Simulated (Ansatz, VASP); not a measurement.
## Two plane-wave programs on Be16CO

Contents of INCAR:

```
SYSTEM = Be16CO
ALGO = Normal ; DIPOL = 0.5 0.5 0.306
EDIFF = 1E-6 ; ENCUT = 520
GGA = PE ; IDIPOL = 3
ISIF = 2 ; ISMEAR = 0
LASPH = .True. ; LCHARG = .False.
LDIPOL = .True. ; LREAL = Auto
LWAVE = .False. ; NBANDS = 36
NELM = 60 ; PREC = Accurate
SIGMA = 0.1
```

File KPOINTS:

```
k-points
0
Gamma
  6 6 1
  0 0 0
```

Contents of POSCAR:

```
Be16CO
1.0
    4.5254381410      0.0000000000      0.0000000000
   -2.2627190705      3.9191443934      0.0000000000
    0.0000000000      0.0000000000     23.4761687145
Be C O
16 1 1
Direct
    0.3333333333      0.1666666667      0.1703855535
    0.3333333333      0.6666666667      0.1703855535
    0.8333333333      0.1666666667      0.1703855535
    0.8333333333      0.6666666667      0.1703855535
    0.1666666667      0.3333333333      0.2463521558
    0.1666666667      0.8333333333      0.2463521558
    0.6666666667      0.3333333333      0.2463521558
    0.6666666667      0.8333333333      0.2463521558
    0.3333333333      0.1666666667      0.3241941575
    0.3333333333      0.6666666667      0.3241941575
    0.8333333333      0.1666666667      0.3241941575
    0.8333333333      0.6666666667      0.3241941575
    0.1666666667      0.3333333333      0.4036505628
    0.1666666667      0.8333333333      0.4036505628
    0.6666666667      0.3333333333      0.4036505628
    0.6666666667      0.8333333333      0.4036505628
    0.1666666667      0.3333333333      0.4641374343
    0.3146581520      0.1853418480      0.4641374343
```

Input for Ansatz:

```yaml
crystal:
  lattice:
    - [4.525438141, 0.0, 0.0]
    - [-2.2627190705, 3.9191443934, 0.0]
    - [0.0, 0.0, 23.4761687145]
  atoms:
    - { symbol: Be, position: [0.3333333333, 0.1666666667, 0.1703855535] }
    - { symbol: Be, position: [0.3333333333, 0.6666666667, 0.1703855535] }
    - { symbol: Be, position: [0.8333333333, 0.1666666667, 0.1703855535] }
    - { symbol: Be, position: [0.8333333333, 0.6666666667, 0.1703855535] }
    - { symbol: Be, position: [0.1666666667, 0.3333333333, 0.2463521558] }
    - { symbol: Be, position: [0.1666666667, 0.8333333333, 0.2463521558] }
    - { symbol: Be, position: [0.6666666667, 0.3333333333, 0.2463521558] }
    - { symbol: Be, position: [0.6666666667, 0.8333333333, 0.2463521558] }
    - { symbol: Be, position: [0.3333333333, 0.1666666667, 0.3241941575] }
    - { symbol: Be, position: [0.3333333333, 0.6666666667, 0.3241941575] }
    - { symbol: Be, position: [0.8333333333, 0.1666666667, 0.3241941575] }
    - { symbol: Be, position: [0.8333333333, 0.6666666667, 0.3241941575] }
    - { symbol: Be, position: [0.1666666667, 0.3333333333, 0.4036505628] }
    - { symbol: Be, position: [0.1666666667, 0.8333333333, 0.4036505628] }
    - { symbol: Be, position: [0.6666666667, 0.3333333333, 0.4036505628] }
    - { symbol: Be, position: [0.6666666667, 0.8333333333, 0.4036505628] }
    - { symbol: C, position: [0.1666666667, 0.3333333333, 0.4641374343] }
    - { symbol: O, position: [0.314658152, 0.185341848, 0.4641374343] }
basis:
  ecutwfc: 420
kpoints:
  mp_grid: { grid: [6, 6, 1] }
hamiltonian:
  xc: pbe
scf:
  occupations: { method: gaussian, width: 0.1 }
output:
  forces: true
  eigenvalues: true
efield:
  axis: 3
  dipole_correction: true
  ramp_width: 0.04
```

Alike in both runs: task single point; functional PBE; k mesh 6 × 6 × 1; occupations gaussian, width 0.1 eV; no spin polarisation.

|  | VASP | Ansatz |
| --- | --- | --- |
| version | VASP 6.6.1 | Ansatz 0.2.0 |
| potentials or method | VASP PAW PBE potentials, release 64 (Be, C, O), cutoff 520 eV | scalar-relativistic, plane waves, PAW |
| valence electrons in the cell | 42 | 42 |

|  | VASP | Ansatz | Ansatz less VASP |
| --- | --- | --- | --- |
| gap on the k mesh at the Fermi level (eV) | none | none | - |
| rms of the force components (eV/Å) | 2.401 | 2.290 | -0.1102 |

Atom by atom the forces differ by 0.158 eV/Å (rms over components). A gap of «none» marks a metal or a gap that the smearing closes.

Noted on VASP's run: the standard files for N, O and F lose accuracy on very short bonds.
